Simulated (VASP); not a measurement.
# Au (P6_3/mmc) in VASP: notebook, part 2 of 3

VASP 6.6.1.

**3. Electric field gradients, LDA**

The input, INCAR:

```
  PREC = Accurate
  ENCUT = 400
  EDIFF = 1E-8
  ISMEAR = 1
  SIGMA = 0.001
  LREAL = False
  LASPH = True
  NELM = 120
  ALGO = Normal
  ISIF = 2
  LWAVE = False
  LCHARG = False
  LEFG = True
  NBANDS = 18
  GGA_COMPAT = False
```

The input, KPOINTS:

```
regular mesh
0
Gamma
  14 14 8
```

The input, POSCAR:

```
Au
1.0
    2.8999984104      0.0000000000      0.0000000000
   -1.4499992052      2.5114722944      0.0000000000
    0.0000000000      0.0000000000      4.8800000000
Au
2
Direct
    0.3333333333      0.6666666667      0.7500000000
    0.6666666667      0.3333333333      0.2500000000
```

Potentials or basis: VASP PAW LDA potentials, release 64 (Au).

Launch:

```console
> cat potpaw_LDA.64/Au/POTCAR > POTCAR
> mpirun -np 1 vasp_std > vasp.out
```

OUTCAR:

```text
PREC = Accurate
   ENCUT = 400
   EDIFF = 1E-8
   ISMEAR = 1
   LREAL = False
   LASPH = True
   NELM = 120
   ISIF = 2

 ion  position               nearest neighbor table
   1  0.333  0.667  0.750-   2 2.96   2 2.96   2 2.96   2 2.96   2 2.96   2 2.96
   2  0.667  0.333  0.250-   1 2.96   1 2.96   1 2.96   1 2.96   1 2.96   1 2.96

  LATTYP: Found a hexagonal cell.
 ALAT       =     2.8999984104
 C/A-ratio  =     1.6827595431

  Lattice vectors:

 A1 = (   2.8999984104,   0.0000000000,   0.0000000000)
 A2 = (  -1.4499992052,   2.5114722944,   0.0000000000)
 A3 = (   0.0000000000,   0.0000000000,   4.8800000000)

Analysis of symmetry for initial positions (statically):
=====================================================================
 Subroutine PRICEL returns:
 Original cell was already a primitive cell.

 Routine SETGRP: Setting up the symmetry group for a
 hexagonal supercell.

 Subroutine GETGRP returns: Found 24 space group operations
 (whereof 12 operations were pure point group operations)
 out of a pool of 24 trial point group operations.

The static configuration has the point symmetry D_3d.
 The point group associated with its full space group is D_6h.

Analysis of symmetry for dynamics (positions and initial velocities):
=====================================================================
 Subroutine PRICEL returns:
 Original cell was already a primitive cell.

 Routine SETGRP: Setting up the symmetry group for a
 hexagonal supercell.

 Subroutine GETGRP returns: Found 24 space group operations
 (whereof 12 operations were pure point group operations)
 out of a pool of 24 trial point group operations.

The dynamic configuration has the point symmetry D_3d.
 The point group associated with its full space group is D_6h.

 Subroutine INISYM returns: Found 24 space group operations
 (whereof 12 operations are pure point group operations),
 and found     1 'primitive' translations

----------------------------------------------------------------------------------------

                                     Primitive cell

  volume of cell :      35.5423

  direct lattice vectors                    reciprocal lattice vectors
     2.899998410  0.000000000  0.000000000     0.344827775  0.199086409  0.000000000
    -1.449999205  2.511472294  0.000000000     0.000000000  0.398172818  0.000000000
     0.000000000  0.000000000  4.880000000     0.000000000  0.000000000  0.204918033

  length of vectors
     2.899998410  2.899998410  4.880000000     0.398172818  0.398172818  0.204918033

  position of ions in fractional coordinates (direct lattice)
     0.333333333  0.666666667  0.750000000
     0.666666667  0.333333333  0.250000000

  ion indices of the primitive-cell ions
   primitive index   ion index
                 1           1
                 2           2

----------------------------------------------------------------------------------------

 KPOINTS: regular mesh

[... 74 lines left out ...]
   ISYM   =      2    0-nonsym 1-usesym 2-fastsym
   POTIM  = 0.5000    time-step for ionic-motion
   TEBEG  =    0.0;   TEEND  =   0.0 temperature during run
   PSTRESS=    0.0 pullay stress
   NELECT =      22.0000    total number of electrons
   NUPDOWN=      -1.0000    fix difference up-down
   EMIN   =  10.00;   EMAX   =-10.00  energy-range for DOS
   EFERMI =   0.00;   METHOD = LEGACY
   ISMEAR =     1;   SIGMA  =   0.00  broadening in eV -4-tet -1-fermi 0-gaus
   EFERMI_NEDOS =   21; number of points for ismear=-14 and -15
   IALGO  =     38    algorithm
   IMIX   =      4    mixing-type and parameters
     AMIX     =   0.40;   BMIX     =  1.00
     AMIX_MAG =   1.60;   BMIX_MAG =  1.00
  volume/ion in A,a.u.               =      17.77       119.93
  Fermi-wavevector in a.u.,A,eV,Ry     =   1.395191  2.636529 26.484537  1.946559
  Thomas-Fermi vector in A             =   2.518667
   LORBIT       =      0    0 simple, 1 ext, 2 COOP (PROOUT), +10 PAW based schemes
   GGA     = CA    functional components
   LHFCALC =     F    Hartree Fock is set to
   AEXX    =    0.0000 exact exchange contribution
   IVDW    =     0    specifies the selected vdW correction
   LEPSILON=     F    determine dielectric tensor
   LRPA    =     F    only Hartree local field effects (RPA)
 non-spin polarized calculation
 Methfessel and Paxton  Order N= 1 SIGMA  =   0.00
  energy-cutoff  :      400.00
  volume of cell :       35.54
 maximum number of plane-waves:       658
 NGX is ok and might be reduce to    20
   NGX =  9   NGY =  9   NGZ = 15

 number of electron      21.9999993 magnetization

 Free energy of the ion-electron system (eV)
  ---------------------------------------------------
  ext. energy  EPLUGINS =         0.00000000
  ---------------------------------------------------
  free energy    TOTEN  =        -8.78669032 eV

  energy without entropy =       -8.78668824  energy(sigma->0) =       -8.78668962

 E-fermi :   8.5840     XC(G=0): -12.7406

 val. band max:        8.5549082747   @ k =   0.3571   0.1429   0.2500
 cond. band min:       8.5845652175   @ k =   0.4286   0.0714   0.1250
 fundamental gap:      0.0296569428
 Fermi energy:         8.5840313398

 k-point     1 :       0.0000    0.0000    0.0000
  band No.  band energies     occupation
      1      -0.8899      2.00000
      2       1.5169      2.00000
      3       3.9222      2.00000
      4       4.2035      2.00000
      5       4.2035      2.00000
      6       4.4920      2.00000
[... 481 lines left out ...]
      5       4.0266      2.00000
      6       4.1507      2.00000
[... 10 lines left out ...]
     17      19.3577      0.00000
     18      19.5972      0.00000

 [... further k-points ...]

------------------------ aborting loop because EDIFF is reached ----------------------------------------

  FORCE on cell =-STRESS in cart. coord.  units (eV):
  Direction    XX          YY          ZZ          XY          YZ          ZX
  --------------------------------------------------------------------------------------
  -------------------------------------------------------------------------------------
  Total       -2.2578383     -2.2578383     -2.3127451      0.0000000     -0.0000000      0.0000000
  in kB     -101.7788283   -101.7788283   -104.2539143      0.0000000     -0.0000000      0.0000000
  external PRESSURE =    -102.6038570 kB  Pullay stress =       0.0000000 kB

 VOLUME and BASIS-vectors are now :
 -----------------------------------------------------------------------------
  energy-cutoff  :      400.00
  volume of cell :       35.54
      direct lattice vectors                 reciprocal lattice vectors
     2.899998410  0.000000000  0.000000000     0.344827775  0.199086409  0.000000000
    -1.449999205  2.511472294  0.000000000     0.000000000  0.398172818  0.000000000
     0.000000000  0.000000000  4.880000000     0.000000000  0.000000000  0.204918033

 POSITION                                       TOTAL-FORCE (eV/Angst)
 -----------------------------------------------------------------------------------
     -0.00000      1.67431      3.66000         0.000000      0.000000      0.000000
      1.45000      0.83716      1.22000         0.000000     -0.000000      0.000000
 -----------------------------------------------------------------------------------
    total drift:                               -0.000000      0.000000     -0.000000

  FREE ENERGIE OF THE ION-ELECTRON SYSTEM (eV)
  ---------------------------------------------------
  free  energy   TOTEN  =        -8.7866903152 eV

  energy  without entropy=       -8.7866882398  energy(sigma->0) =       -8.78668962

 Electric field gradients (V/A^2)
---------------------------------------------------------------------
 ion       V_xx      V_yy      V_zz      V_xy      V_xz      V_yz
---------------------------------------------------------------------
   1     -12.633   -12.633    25.266    -0.000     0.000    -0.000
   2     -12.633   -12.633    25.266    -0.000    -0.000     0.000
---------------------------------------------------------------------

 Electric field gradients after diagonalization (V/A^2)
 (convention: |V_zz| > |V_xx| > |V_yy|)
----------------------------------------------------------------------
 ion       V_xx      V_yy      V_zz     asymmetry (V_yy - V_xx)/ V_zz
----------------------------------------------------------------------
   1     -12.634   -12.633    25.266       0.000
   2     -12.634   -12.633    25.266       0.000
----------------------------------------------------------------------

           NMR quadrupolar parameters

 Cq : quadrupolar parameter    Cq=e*Q*V_zz/h
 eta: asymmetry parameters     (V_yy - V_xx)/ V_zz
 Q  : nuclear electric quadrupole moment in mb (millibarn)
----------------------------------------------------------------------
 ion       Cq(MHz)       eta       Q (mb)
----------------------------------------------------------------------
   1       0.061       0.000       1.000
   2       0.061       0.000       1.000
----------------------------------------------------------------------
```

stdout:

```text
POSCAR found type information on POSCAR Au
 POSCAR found :  1 types and       2 ions
 scaLAPACK will be used
 LDA part: xc-table for (Slater(with rela. corr.)+CA(PZ))
 , standard interpolation
 POSCAR, INCAR and KPOINTS ok, starting setup
 FFT: planning ... GRIDC
 FFT: planning ... GRID_SOFT
 FFT: planning ... GRID
 WAVECAR not read
 entering main loop
ion   1

ion   2
```

It took 20 s on 1 thread of AMD EPYC 9R45 (Zen 5), shared host; peak memory 0.13 GiB.

Results:

```yaml
Free_energy: -8.7867 eV
Pressure: -10.3 GPa
Band_gap_on_the_k_mesh: zero (band 11 reaches 12.32 eV, above the bottom of band 12 at 6.01 eV)
```

Levels at points of the mesh, in eV from the Fermi level:
| k point | band 8 | band 9 | band 10 | band 11 | band 12 | band 13 | band 14 | band 15 |
| --- | --- | --- | --- | --- | --- | --- | --- | --- |
| (0.00, 0.00, 0.00) | -3.42 | -3.42 | -2.14 | -2.14 | -1.01 | 2.43 | 14.60 | 15.60 |
| (0.50, 0.00, 0.00) | -1.93 | -1.84 | -1.67 | 0.35 | 1.48 | 5.57 | 7.00 | 7.09 |
| (0.00, 0.00, 0.50) | -4.41 | -2.58 | -2.58 | -2.58 | -2.58 | 10.28 | 10.28 | 14.86 |
| (0.50, 0.00, 0.50) | -2.35 | -1.74 | -1.74 | 0.51 | 0.51 | 3.73 | 3.73 | 12.95 |

Electric field gradients, principal values (V/Å²):
| atom | least | middle | greatest (by size) |
| --- | --- | --- | --- |
| 1 Au | -12.633 | -12.634 | 25.266 |
| 2 Au | -12.633 | -12.634 | 25.266 |

Caveat: without QUAD_EFG the Cq values of the log hold for a quadrupole moment of 1 mb, not for the nuclei; spin-orbit coupling is left out, which moves the levels of the heavy elements.

**4. Electric field gradients, r2SCAN**

POSCAR is that of step 3.

The input, INCAR.step1:

```
SYSTEM = Au
  PREC = Accurate
  ENCUT = 440
  ISMEAR = -1
  SIGMA = 0.03
  LREAL = .FALSE.
  LASPH = .TRUE.
  NELM = 120
  NBANDS = 18
  GGA = PE
  ALGO = Normal
  EDIFF = 1E-5
  LWAVE = .TRUE.
  LCHARG = .FALSE.
  GGA_COMPAT = .FALSE.
```

The input, INCAR.step2:

```
SYSTEM = Au
  PREC = Accurate
  ENCUT = 440
  EDIFF = 1E-8
  ISMEAR = -1
  SIGMA = 0.03
  LREAL = .FALSE.
  LASPH = .TRUE.
  NELM = 120
  ALGO = Normal
  ISIF = 2
  LWAVE = .FALSE.
  LCHARG = .FALSE.
  METAGGA = R2SCAN
  LMIXTAU = .TRUE.
  LEFG = .TRUE.
  NBANDS = 18
  ISTART = 1
  GGA_COMPAT = .FALSE.
```

The input, KPOINTS:

```
Automatic mesh
0
G
  14 14 8
  0 0 0
```

Potentials or basis: VASP PAW PBE potentials, release 64 (Au).

Launch:

```console
> cat potpaw_PBE.64/Au/POTCAR > POTCAR
> cp INCAR.step1 INCAR
> mpirun -np 1 vasp_std > vasp.out
> cp INCAR.step2 INCAR
> mpirun -np 1 vasp_std > vasp.out
```

OUTCAR:

```text
SYSTEM = Au
   PREC = Accurate
   ENCUT = 440
   EDIFF = 1E-8
   ISMEAR = -1
   LREAL = .FALSE.
   LASPH = .TRUE.
   NELM = 120
   ISIF = 2
   METAGGA = R2SCAN
   ISTART = 1

 ion  position               nearest neighbor table
   1  0.333  0.667  0.750-   2 2.96   2 2.96   2 2.96   2 2.96   2 2.96   2 2.96
   2  0.667  0.333  0.250-   1 2.96   1 2.96   1 2.96   1 2.96   1 2.96   1 2.96

  LATTYP: Found a hexagonal cell.
 ALAT       =     2.8999984104
 C/A-ratio  =     1.6827595431

  Lattice vectors:

 A1 = (   2.8999984104,   0.0000000000,   0.0000000000)
 A2 = (  -1.4499992052,   2.5114722944,   0.0000000000)
 A3 = (   0.0000000000,   0.0000000000,   4.8800000000)

Analysis of symmetry for initial positions (statically):
=====================================================================
 Subroutine PRICEL returns:
 Original cell was already a primitive cell.

 Routine SETGRP: Setting up the symmetry group for a
 hexagonal supercell.

 Subroutine GETGRP returns: Found 24 space group operations
 (whereof 12 operations were pure point group operations)
 out of a pool of 24 trial point group operations.

The static configuration has the point symmetry D_3d.
 The point group associated with its full space group is D_6h.

Analysis of symmetry for dynamics (positions and initial velocities):
=====================================================================
 Subroutine PRICEL returns:
 Original cell was already a primitive cell.

 Routine SETGRP: Setting up the symmetry group for a
 hexagonal supercell.

 Subroutine GETGRP returns: Found 24 space group operations
 (whereof 12 operations were pure point group operations)
 out of a pool of 24 trial point group operations.

The dynamic configuration has the point symmetry D_3d.
 The point group associated with its full space group is D_6h.

 Subroutine INISYM returns: Found 24 space group operations
 (whereof 12 operations are pure point group operations),
 and found     1 'primitive' translations

----------------------------------------------------------------------------------------

                                     Primitive cell

  volume of cell :      35.5423

  direct lattice vectors                    reciprocal lattice vectors
     2.899998410  0.000000000  0.000000000     0.344827775  0.199086409  0.000000000
    -1.449999205  2.511472294  0.000000000     0.000000000  0.398172818  0.000000000
     0.000000000  0.000000000  4.880000000     0.000000000  0.000000000  0.204918033

  length of vectors
     2.899998410  2.899998410  4.880000000     0.398172818  0.398172818  0.204918033

  position of ions in fractional coordinates (direct lattice)
     0.333333333  0.666666667  0.750000000
     0.666666667  0.333333333  0.250000000

  ion indices of the primitive-cell ions
   primitive index   ion index
                 1           1
                 2           2

----------------------------------------------------------------------------------------

 KPOINTS: Automatic mesh

Automatic generation of k-mesh.
 Grid dimensions read from file:
 generate k-points for:   14   14    8

 Generating k-lattice:
[... 71 lines left out ...]
   TEBEG  =    0.0;   TEEND  =   0.0 temperature during run
   PSTRESS=    0.0 pullay stress
   NELECT =      22.0000    total number of electrons
   NUPDOWN=      -1.0000    fix difference up-down
   EMIN   =  10.00;   EMAX   =-10.00  energy-range for DOS
   EFERMI =   0.00;   METHOD = LEGACY
   ISMEAR =    -1;   SIGMA  =   0.03  broadening in eV -4-tet -1-fermi 0-gaus
   EFERMI_NEDOS =   21; number of points for ismear=-14 and -15
   IALGO  =     38    algorithm
   IMIX   =      4    mixing-type and parameters
     AMIX     =   0.40;   BMIX     =  1.00
     AMIX_MAG =   1.60;   BMIX_MAG =  1.00
  volume/ion in A,a.u.               =      17.77       119.93
  Fermi-wavevector in a.u.,A,eV,Ry     =   1.395191  2.636529 26.484537  1.946559
  Thomas-Fermi vector in A             =   2.518667
   LORBIT       =      0    0 simple, 1 ext, 2 COOP (PROOUT), +10 PAW based schemes
   METAGGA = R2SCAN    functional components
   LHFCALC =     F    Hartree Fock is set to
   AEXX    =    0.0000 exact exchange contribution
   IVDW    =     0    specifies the selected vdW correction
   LEPSILON=     F    determine dielectric tensor
   LRPA    =     F    only Hartree local field effects (RPA)
 non-spin polarized calculation
  energy-cutoff  :      440.00
  volume of cell :       35.54
 maximum number of plane-waves:       765
 NGX is ok and might be reduce to    20
   NGX =  9   NGY =  9   NGZ = 17

 number of electron      21.9999992 magnetization

 Free energy of the ion-electron system (eV)
  ---------------------------------------------------
  ext. energy  EPLUGINS =         0.00000000
  ---------------------------------------------------
  free energy    TOTEN  =      -101.16901921 eV

  energy without entropy =     -101.16542617  energy(sigma->0) =     -101.16722269

 E-fermi :   8.6482     XC(G=0): -13.3272

 val. band max:        8.6430458018   @ k =   0.2857   0.2143   0.2500
 cond. band min:       8.6687222541   @ k =   0.4286   0.0714   0.2500
 fundamental gap:      0.0256764522
 Fermi energy:         8.6481951178

 k-point     1 :       0.0000    0.0000    0.0000
  band No.  band energies     occupation
      1      -0.9912      2.00000
      2       1.3442      2.00000
      3       3.7427      2.00000
      4       4.0234      2.00000
      5       4.0234      2.00000
      6       4.3146      2.00000
[... 481 lines left out ...]
      5       3.8475      2.00000
      6       3.9785      2.00000
[... 10 lines left out ...]
     17      19.9436      0.00000
     18      20.1835      0.00000

 [... further k-points ...]

------------------------ aborting loop because EDIFF is reached ----------------------------------------

  FORCE on cell =-STRESS in cart. coord.  units (eV):
  Direction    XX          YY          ZZ          XY          YZ          ZX
  --------------------------------------------------------------------------------------
  -------------------------------------------------------------------------------------
  Total       -0.2309958     -0.2309958     -0.2698033      0.0000000     -0.0000000      0.0000000
  in kB      -10.4128286    -10.4128286    -12.1621942      0.0000000     -0.0000000      0.0000000
  external PRESSURE =     -10.9959505 kB  Pullay stress =       0.0000000 kB

 VOLUME and BASIS-vectors are now :
 -----------------------------------------------------------------------------
  energy-cutoff  :      440.00
  volume of cell :       35.54
      direct lattice vectors                 reciprocal lattice vectors
     2.899998410  0.000000000  0.000000000     0.344827775  0.199086409  0.000000000
    -1.449999205  2.511472294  0.000000000     0.000000000  0.398172818  0.000000000
     0.000000000  0.000000000  4.880000000     0.000000000  0.000000000  0.204918033

 POSITION                                       TOTAL-FORCE (eV/Angst)
 -----------------------------------------------------------------------------------
     -0.00000      1.67431      3.66000         0.000000      0.000000      0.000000
      1.45000      0.83716      1.22000        -0.000000     -0.000000      0.000000
 -----------------------------------------------------------------------------------
    total drift:                               -0.000000      0.000000     -0.000000

  FREE ENERGIE OF THE ION-ELECTRON SYSTEM (eV)
  ---------------------------------------------------
  free  energy   TOTEN  =      -101.1690192064 eV

  energy  without entropy=     -101.1654261725  energy(sigma->0) =     -101.16722269

 Electric field gradients (V/A^2)
---------------------------------------------------------------------
 ion       V_xx      V_yy      V_zz      V_xy      V_xz      V_yz
---------------------------------------------------------------------
   1     -10.449   -10.449    20.898    -0.000     0.000    -0.000
   2     -10.449   -10.449    20.898    -0.000    -0.000     0.000
---------------------------------------------------------------------

 Electric field gradients after diagonalization (V/A^2)
 (convention: |V_zz| > |V_xx| > |V_yy|)
----------------------------------------------------------------------
 ion       V_xx      V_yy      V_zz     asymmetry (V_yy - V_xx)/ V_zz
----------------------------------------------------------------------
   1     -10.450   -10.448    20.898       0.000
   2     -10.450   -10.448    20.898       0.000
----------------------------------------------------------------------

           NMR quadrupolar parameters

 Cq : quadrupolar parameter    Cq=e*Q*V_zz/h
 eta: asymmetry parameters     (V_yy - V_xx)/ V_zz
 Q  : nuclear electric quadrupole moment in mb (millibarn)
----------------------------------------------------------------------
 ion       Cq(MHz)       eta       Q (mb)
----------------------------------------------------------------------
   1       0.051       0.000       1.000
   2       0.051       0.000       1.000
----------------------------------------------------------------------
```

Wall time 2.8 min (1 thread of AMD EPYC 9R45 (Zen 5), shared host); peak memory 0.15 GiB.

What came out:

* Free energy: -101.1690 eV
* Pressure: -1.1 GPa
* Band gap on the k mesh: zero (band 11 reaches 12.60 eV, above the bottom of band 12 at 5.84 eV)

Stress tensor (GPa, compression positive):
```
-1.04  0.00  0.00
 0.00 -1.04  0.00
 0.00  0.00 -1.22
```

Electric field gradients, principal values (V/Å²):
```csv
atom,least,middle,greatest (by size)
1 Au,-10.448,-10.450,20.898
2 Au,-10.448,-10.450,20.898
```

Caveat: without QUAD_EFG the Cq values of the log hold for a quadrupole moment of 1 mb, not for the nuclei; the PAW data sets were made with another functional, which shifts forces and pressure a little; spin-orbit coupling is left out, which moves the levels of the heavy elements.

[end of part 2 of 3]
